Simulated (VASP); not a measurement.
HfN: single point with LDA

The system is HfN.

```
Hf N
1.0
     0.00000    2.33208    2.33208
     2.33208    0.00000    2.33208
     2.33208    2.33208    0.00000
Hf N
1 1
Direct
  0.00000 0.00000 0.00000
  0.75000 0.75000 0.75000
```

This cell differs from its parent crystal: strain -0.050 along x and y, -0.050 along z.

```yaml
Program: VASP 6.6.1
Task: single point
Functional: LDA
Potentials_or_basis: VASP PAW LDA potentials, release 64 (Hf_pv, N)
Cutoff: 520 eV
k_mesh: 16 × 16 × 16
Occupations: gaussian, width 0.15 eV
Spin: no spin polarisation
Dipole_correction: no
Further_INCAR_settings: ALGO = Normal; EDIFF = 1e-06; NBANDS = 14
```

| Property | Result |
| --- | --- |
| Pressure | 28.1 GPa |
| Band gap on the k mesh | zero (an odd number of electrons rules out a gap without spin polarisation) |

Levels at points of the mesh, in eV from the Fermi level:
| k point | band 5 | band 6 | band 7 | band 8 | band 9 | band 10 |
| --- | --- | --- | --- | --- | --- | --- |
| (0.00, 0.00, 0.00) | -6.20 | -6.20 | -6.20 | -0.23 | 2.49 | 2.49 |
| (0.50, 0.00, 0.00) | -5.90 | -5.47 | -5.47 | 1.84 | 3.15 | 3.15 |
| (0.50, 0.50, 0.00) | -7.80 | -3.69 | -3.69 | -1.14 | 2.59 | 4.76 |

It took 86 s on 1 thread of Intel Xeon 8259CL (shared host), peak memory 0.19 GiB.

Caveat: the cell differs from its parent crystal (strain -0.050 along x and y, -0.050 along z); the cell stands under pressure; spin-orbit coupling is left out, which moves the levels of the heavy elements.
